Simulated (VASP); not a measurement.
A run of VASP 6.6.1 is set up as follows.

The input INCAR:

```
  ALGO = Normal
  EDIFF = 1E-6
  ENCUT = 520
  GGA = PE
  ISIF = 2
  ISMEAR = 0
  IVDW = 12
  LASPH = True
  LCHARG = False
  LREAL = False
  LWAVE = False
  NBANDS = 11
  NELM = 60
  PREC = Accurate
  SIGMA = 0.05
```

The input KPOINTS:

```
k-points
0
Gamma
  15 15 15
```

The input POSCAR:

```
C
1.0
    1.2222513345      0.7056671370      3.3330408480
   -1.2222513345      0.7056671370      3.3330408480
    0.0000000000     -1.4113342740      3.3330408480
C
2
Direct
    0.1571736412      0.1571736412      0.1571736412
    0.8428263588      0.8428263588      0.8428263588
```

Potentials or basis: VASP PAW PBE potentials, release 64 (C).

Run with:

```sh
$ cat potpaw_PBE.64/C/POTCAR > POTCAR
$ mpirun -np 1 vasp_std > vasp.out
```

(1) What does it give for the dispersion energy per atom?

(2) Predict the largest force.

(3) What does it give for the band gap on the k mesh?

## Answers

(1) -0.158 eV.

(2) 3.098 eV/Å.

(3) 0.95 eV, indirect (least direct gap 0.98 eV).

Caveat: forces of over 1 eV/Å act on the atoms, so gaps and moduli don't describe the material at rest.
